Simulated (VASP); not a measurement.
# SrTiO3 (P1) in VASP: single point with PBE+U

Aim: the single point of SrTiO3 with PBE+U.

Program: VASP 6.6.1. These are calculated values, not measurements. Logs are shortened: lines on timing, memory, paths and dates and some standing lists are left out, and cuts for length are marked.

## (1) The cell of the first run

The typed cell holds 5 atoms: a = 3.959 Å, b = 3.963 Å, c = 3.971 Å, α = 91.81°, β = 87.28°, γ = 91.85°.

## (2) Single point, PBE+U, collinear spin, zero start

INCAR reads:

```
SYSTEM = SrTiO3
PREC = Accurate ; ENCUT = 520
EDIFF = 1E-7 ; ISMEAR = -1
SIGMA = 0.083 ; LREAL = .False.
LASPH = .True. ; NELM = 150
ALGO = Normal ; ISIF = 2
LWAVE = .False. ; LCHARG = .False.
ISPIN = 2 ; MAGMOM = 0 0 0 0 0
LORBIT = 11 ; LMAXMIX = 4
LDAU = .True. ; LDAUTYPE = 2
LDAUL = -1 2 -1 ; LDAUU = 0 4.19 0
LDAUJ = 0 0 0 ; LDAUPRINT = 1
GGA = PE ; NBANDS = 32
```

KPOINTS reads:

```
Automatic mesh
0
Gamma
  5 5 5
  0.5 0 0
```

POSCAR reads:

```
SrTiO3
1.0
    3.9578010000     -0.0632810000      0.0935220000
   -0.0632810000      3.9624200000     -0.0619240000
    0.0935220000     -0.0619240000      3.9693280000
Sr Ti O
1 1 3
Direct
   -0.0383679231      1.0109350959      0.9839019839
    0.4670628556      0.5066400958      0.4890972414
    0.9860621624      0.4879075255      0.5116613504
    0.4887038387      0.9897583911      0.5120158190
    0.4885940664      0.4876978918      0.0096216053
```

Potentials or basis: VASP PAW PBE potentials, release 64 (Sr_sv, Ti_sv, O).

Started as:

```
> cat potpaw_PBE.64/Sr_sv/POTCAR potpaw_PBE.64/Ti_sv/POTCAR potpaw_PBE.64/O/POTCAR > POTCAR
> mpirun -np 1 vasp_std > vasp.out
```

OUTCAR:

```text
SYSTEM = SrTiO3
   PREC = Accurate
   ENCUT = 520
   EDIFF = 1E-7
   ISMEAR = -1
   LREAL = .False.
   LASPH = .True.
   NELM = 150
   ISIF = 2
   ISPIN = 2
   LORBIT = 11
   GGA = PE

 ion  position               nearest neighbor table
   1  0.962  0.011  0.984-   5 2.70   3 2.70   4 2.71   4 2.74   4 2.75   5 2.75   3 2.75   5 2.77
                             3 2.78   5 3.00   3 3.00   4 3.03   2 3.37   2 3.37   2 3.39   2 3.39
   2  0.467  0.507  0.489-   5 1.90   3 1.90   4 1.91   4 2.06   3 2.06   5 2.08   1 3.37   1 3.37
                             1 3.39   1 3.39   1 3.40   1 3.43   1 3.52   1 3.59
   3  0.986  0.488  0.512-   2 1.90   2 2.06   1 2.70   1 2.75   1 2.78   1 3.00
   4  0.489  0.990  0.512-   2 1.91   2 2.06   1 2.71   1 2.74   1 2.75   1 3.03
   5  0.489  0.488  0.010-   2 1.90   2 2.08   1 2.70   1 2.75   1 2.77   1 3.00

  LATTYP: Found a triclinic cell.
 ALAT       =     3.9594115226
 B/A-ratio  =     1.3822945144
 C/A-ratio  =     1.0010096275
 COS(alpha) =     0.0004567131
 COS(beta)  =     0.0323072882
 COS(gamma) =     0.6890428389

  Lattice vectors:

 A1 = (  -3.9578010000,   0.0632810000,  -0.0935220000)
 A2 = (  -3.8642790000,   0.0013570000,   3.8758060000)
 A3 = (  -0.0632810000,   3.9624200000,  -0.0619240000)

Analysis of symmetry for initial positions (statically):
=====================================================================
 Subroutine PRICEL returns:
 Original cell was already a primitive cell.

 Routine SETGRP: Setting up the symmetry group for a
 triclinic supercell.

 Subroutine GETGRP returns: Found  1 space group operations
 (whereof  1 operations were pure point group operations)
 out of a pool of  2 trial point group operations.

The static configuration has the point symmetry C_1 .

Analysis of symmetry for dynamics (positions and initial velocities):
=====================================================================
 Subroutine PRICEL returns:
 Original cell was already a primitive cell.

 Routine SETGRP: Setting up the symmetry group for a
 triclinic supercell.

 Subroutine GETGRP returns: Found  1 space group operations
 (whereof  1 operations were pure point group operations)
 out of a pool of  2 trial point group operations.

The dynamic configuration has the point symmetry C_1 .

Analysis of structural, dynamic, and magnetic symmetry:
=====================================================================
 Subroutine PRICEL returns:
 Original cell was already a primitive cell.

 Routine SETGRP: Setting up the symmetry group for a
 triclinic supercell.

 Subroutine GETGRP returns: Found  1 space group operations
 (whereof  1 operations were pure point group operations)
 out of a pool of  2 trial point group operations.

The overall configuration has the point symmetry C_1 .

 Subroutine INISYM returns: Found  1 space group operations
 (whereof  1 operations are pure point group operations),
 and found     1 'primitive' translations

----------------------------------------------------------------------------------------

                                     Primitive cell

  volume of cell :      62.1839

  direct lattice vectors                    reciprocal lattice vectors
     3.957801000 -0.063281000  0.093522000     0.252867983  0.003946229 -0.005896301
    -0.063281000  3.962420000 -0.061924000     0.003946229  0.252494154  0.003846089
     0.093522000 -0.061924000  3.969328000    -0.005896301  0.003846089  0.252130738

  length of vectors
     3.959411523  3.963409053  3.970912454     0.252967500  0.252554277  0.252228999

  position of ions in fractional coordinates (direct lattice)
     0.961632077  0.010935096  0.983901984
     0.467062856  0.506640096  0.489097241
     0.986062162  0.487907525  0.511661350
     0.488703839  0.989758391  0.512015819
     0.488594066  0.487697892  0.009621605

  ion indices of the primitive-cell ions
   primitive index   ion index
                 1           1
                 2           2
                 3           3
                 4           4
                 5           5

----------------------------------------------------------------------------------------

 KPOINTS: Automatic mesh

Automatic generation of k-mesh.
 Grid dimensions read from file:
[... 49 lines left out ...]
   total plane-waves  NPLWV =  27000
   dimension x,y,z NGX =    30 NGY =   30 NGZ =   30
   dimension x,y,z NGXF=    60 NGYF=   60 NGZF=   60
   ions per type =               1   1   3
   NGX,Y,Z   is equivalent  to a cutoff of  12.60, 12.58, 12.56 a.u.
   NGXF,Y,Z  is equivalent  to a cutoff of  25.19, 25.17, 25.12 a.u.
 SYSTEM =  SrTiO3
   PREC   = accura    normal or accurate (medium, high low for compatibility)
   ISTART =      0    job   : 0-new  1-cont  2-samecut
   ICHARG =      2    charge: 1-file 2-atom 10-const
   ISPIN  =      2    spin polarized calculation?
   LNONCOLLINEAR =      F non collinear calculations
   LSORBIT =      F    spin-orbit coupling
   LASPH  =      T    aspherical Exc in radial PAW
   ENCUT  =  520.0 eV  38.22 Ry    6.18 a.u.   7.36  7.37  7.38*2*pi/ulx,y,z
   NELM   =    150;   NELMIN=  2; NELMDL= -5     # of ELM steps
   EDIFF  = 0.1E-06   stopping-criterion for ELM
   LREAL  =      F    real-space projection
   EDIFFG = 0.1E-05   stopping-criterion for IOM
   NSW    =      0    number of steps for IOM
   IBRION =     -1    ionic relax: 0-MD 1-quasi-New 2-CG
   NFREE  =      0    steps in history (QN), initial steepest desc. (CG)
   ISIF   =      2    stress and relaxation
   ISYM   =      2    0-nonsym 1-usesym 2-fastsym
   POTIM  = 0.5000    time-step for ionic-motion
   TEBEG  =    0.0;   TEEND  =   0.0 temperature during run
   PSTRESS=    0.0 pullay stress
   NELECT =      40.0000    total number of electrons
   NUPDOWN=      -1.0000    fix difference up-down
   EMIN   =  10.00;   EMAX   =-10.00  energy-range for DOS
   EFERMI =   0.00;   METHOD = LEGACY
   ISMEAR =    -1;   SIGMA  =   0.08  broadening in eV -4-tet -1-fermi 0-gaus
   EFERMI_NEDOS =   21; number of points for ismear=-14 and -15
   IALGO  =     38    algorithm
   IMIX   =      4    mixing-type and parameters
     AMIX     =   0.40;   BMIX     =  1.00
     AMIX_MAG =   1.60;   BMIX_MAG =  1.00
  volume/ion in A,a.u.               =      12.44        83.93
  Fermi-wavevector in a.u.,A,eV,Ry     =   1.413195  2.670552 27.172488  1.997121
  Thomas-Fermi vector in A             =   2.534866
   LORBIT       =     11    0 simple, 1 ext, 2 COOP (PROOUT), +10 PAW based schemes
 LDA+U is selected, type is set to LDAUTYPE =  2
   angular momentum for each species LDAUL =    -1    2   -1
   U (eV)           for each species LDAUU =   0.0  4.2  0.0
   J (eV)           for each species LDAUJ =   0.0  0.0  0.0
   GGA     = PE    functional components
   LHFCALC =     F    Hartree Fock is set to
   AEXX    =    0.0000 exact exchange contribution
   IVDW    =     0    specifies the selected vdW correction
   LEPSILON=     F    determine dielectric tensor
   LRPA    =     F    only Hartree local field effects (RPA)
 spin polarized calculation
  energy-cutoff  :      520.00
  volume of cell :       62.18
 maximum number of plane-waves:      1689
 NGX is ok and might be reduce to    30
   NGX = 15   NGY = 15   NGZ = 15

 number of electron      40.0000009 magnetization       0.0000000

atom =   2  type =  2  l = 2

 onsite density matrix

spin component  1

  0.1048 -0.0010 -0.0006  0.0009 -0.0001
 -0.0010  0.1047  0.0004  0.0009 -0.0008
 -0.0006  0.0004  0.2480 -0.0001 -0.0012
  0.0009  0.0009 -0.0001  0.1055  0.0001
 -0.0001 -0.0008 -0.0012  0.0001  0.2479

spin component  2

  0.1048 -0.0010 -0.0006  0.0009 -0.0001
 -0.0010  0.1047  0.0004  0.0009 -0.0008
 -0.0006  0.0004  0.2480 -0.0001 -0.0012
  0.0009  0.0009 -0.0001  0.1055  0.0001
 -0.0001 -0.0008 -0.0012  0.0001  0.2479

 occupancies and eigenvectors

  o =  0.1031  v = -0.6244 -0.6332 -0.0008  0.4574 -0.0044  0.0000  0.0000  0.0000  0.0000  0.0000      0.0000  0.0000  0.0000  0.0000  0.0000  0.0000  0.0000  0.0000  0.0000  0.0000
  o =  0.1031  v =  0.0000  0.0000  0.0000  0.0000  0.0000 -0.6244 -0.6332 -0.0008  0.4574 -0.0044      0.0000  0.0000  0.0000  0.0000  0.0000  0.0000  0.0000  0.0000  0.0000  0.0000
  o =  0.1058  v =  0.0000  0.0000  0.0000  0.0000  0.0000 -0.6658  0.7376 -0.0047  0.1123  0.0034      0.0000  0.0000  0.0000  0.0000  0.0000  0.0000  0.0000  0.0000  0.0000  0.0000
  o =  0.1058  v = -0.6658  0.7376 -0.0047  0.1122  0.0034  0.0000  0.0000  0.0000  0.0000  0.0000      0.0000  0.0000  0.0000  0.0000  0.0000  0.0000  0.0000  0.0000  0.0000  0.0000
  o =  0.1062  v =  0.4084  0.2344  0.0014  0.8822  0.0013  0.0000  0.0000  0.0000  0.0000  0.0000      0.0000  0.0000  0.0000  0.0000  0.0000  0.0000  0.0000  0.0000  0.0000  0.0000
  o =  0.1062  v =  0.0000  0.0000  0.0000  0.0000  0.0000  0.4085  0.2344  0.0014  0.8822  0.0013      0.0000  0.0000  0.0000  0.0000  0.0000  0.0000  0.0000  0.0000  0.0000  0.0000
  o =  0.2467  v =  0.0000  0.0000  0.0000  0.0000  0.0000 -0.0037 -0.0021  0.7034  0.0000  0.7108      0.0000  0.0000  0.0000  0.0000  0.0000  0.0000  0.0000  0.0000  0.0000  0.0000
  o =  0.2467  v = -0.0037 -0.0021  0.7034  0.0000  0.7108  0.0000  0.0000  0.0000  0.0000  0.0000      0.0000  0.0000  0.0000  0.0000  0.0000  0.0000  0.0000  0.0000  0.0000  0.0000
  o =  0.2492  v =  0.0000  0.0000  0.0000  0.0000  0.0000  0.0023 -0.0058 -0.7108  0.0006  0.7034      0.0000  0.0000  0.0000  0.0000  0.0000  0.0000  0.0000  0.0000  0.0000  0.0000
  o =  0.2492  v =  0.0023 -0.0058 -0.7108  0.0006  0.7034  0.0000  0.0000  0.0000  0.0000  0.0000      0.0000  0.0000  0.0000  0.0000  0.0000  0.0000  0.0000  0.0000  0.0000  0.0000

 number of electron      40.0000009 magnetization      -0.0000000

 Free energy of the ion-electron system (eV)
  ---------------------------------------------------
  ext. energy  EPLUGINS =         0.00000000
  ---------------------------------------------------
  free energy    TOTEN  =       -37.17595871 eV

  energy without entropy =      -37.17595866  energy(sigma->0) =      -37.17595869

 E-fermi :   5.2188     XC(G=0): -11.0400

 val. band max:        3.8546295744   @ k =   0.5000   0.4000   0.4000
 cond. band min:       6.4725655415   @ k =   0.1000   0.0000   0.0000
 fundamental gap:      2.6179359671
 Fermi energy:         5.2187825988

 spin component 1

 k-point     1 :       0.1000    0.0000    0.0000
  band No.  band energies     occupation
      1     -53.6863      1.00000
      2     -29.8943      1.00000
      3     -29.8801      1.00000
      4     -29.8447      1.00000
      5     -28.9308      1.00000
      6     -13.4004      1.00000
[... 1673 lines left out ...]
     31      14.1133      0.00000
     32      16.3062      0.00000

 [... further k-points ...]

------------------------ aborting loop because EDIFF is reached ----------------------------------------

  FORCE on cell =-STRESS in cart. coord.  units (eV):
  Direction    XX          YY          ZZ          XY          YZ          ZX
  --------------------------------------------------------------------------------------
  -------------------------------------------------------------------------------------
  Total        1.1718427      0.9416500      0.9917721      1.1437708      1.1077872     -1.7588742
  in kB       30.1927147     24.2617631     25.5531662     29.4694375     28.5423125    -45.3176729
  external PRESSURE =      26.6692147 kB  Pullay stress =       0.0000000 kB

 VOLUME and BASIS-vectors are now :
 -----------------------------------------------------------------------------
  energy-cutoff  :      520.00
  volume of cell :       62.18
      direct lattice vectors                 reciprocal lattice vectors
     3.957801000 -0.063281000  0.093522000     0.252867983  0.003946229 -0.005896301
    -0.063281000  3.962420000 -0.061924000     0.003946229  0.252494154  0.003846089
     0.093522000 -0.061924000  3.969328000    -0.005896301  0.003846089  0.252130738

 POSITION                                       TOTAL-FORCE (eV/Angst)
 -----------------------------------------------------------------------------------
      3.89727     -0.07845      3.99469         0.018844     -0.015862      0.019030
      1.86222      1.94768      1.95369         0.299328     -0.259585      0.313799
      3.91961      1.83921      2.09296        -0.300717      0.006050     -0.009330
      1.91944      3.85921      2.01677        -0.007051      0.262193     -0.007362
      1.90380      1.90095      0.05369        -0.010404      0.007204     -0.316137
 -----------------------------------------------------------------------------------
    total drift:                                0.000702      0.000916     -0.000122

  FREE ENERGIE OF THE ION-ELECTRON SYSTEM (eV)
  ---------------------------------------------------
  free  energy   TOTEN  =       -37.1759587094 eV

  energy  without entropy=      -37.1759586622  energy(sigma->0) =      -37.17595869

 total charge

# of ion       s       p       d       tot
------------------------------------------
    1        1.998   5.792   0.196   7.986
    2        2.233   6.306   1.595  10.133
    3        1.563   3.494   0.000   5.056
    4        1.562   3.493   0.000   5.055
    5        1.562   3.492   0.000   5.054
--------------------------------------------------
tot          8.918  22.577   1.791  33.285

 magnetization (x)

# of ion       s       p       d       tot
------------------------------------------
    1       -0.000   0.000   0.000  -0.000
    2       -0.000  -0.000   0.000   0.000
    3       -0.000  -0.000   0.000  -0.000
    4       -0.000  -0.000   0.000  -0.000
    5        0.000  -0.000   0.000  -0.000
--------------------------------------------------
tot         -0.000  -0.000   0.000  -0.000
```

It took 3.7 min on 1 thread of AMD EPYC 7R43 (Zen 3), shared host; peak memory 0.28 GiB.

Results:

| Property | Result |
| --- | --- |
| Free energy | -37.1760 eV |
| Pressure | 2.7 GPa |
| Largest force | 0.505 eV/Å |
| Band gap on the k mesh | 2.62 eV (least direct gap 3.04 eV) |
| Net moment | 0.00 μB per cell |
| Valence electrons inside the program's atomic spheres | Sr 7.99; Ti 10.13; O 5.06, 5.05 (each value once) |

Forces in eV/Å, atoms in the order of the input:
```
Sr   0.019 -0.016  0.019
Ti   0.299 -0.260  0.314
O   -0.301  0.006 -0.009
O   -0.007  0.262 -0.007
O   -0.010  0.007 -0.316
```

Stress tensor (GPa, compression positive):
```
 3.02  2.95 -4.53
 2.95  2.43  2.85
-4.53  2.85  2.56
```

Eigenvalues of the final occupation matrices:
```tsv
site	spin	trace	eigenvalues
site 2 d	1	0.81	0.10 0.11 0.11 0.25 0.25
site 2 d	2	0.81	0.10 0.11 0.11 0.25 0.25
```

Caveat: a shifted mesh leaves out Γ, where band edges can lie.
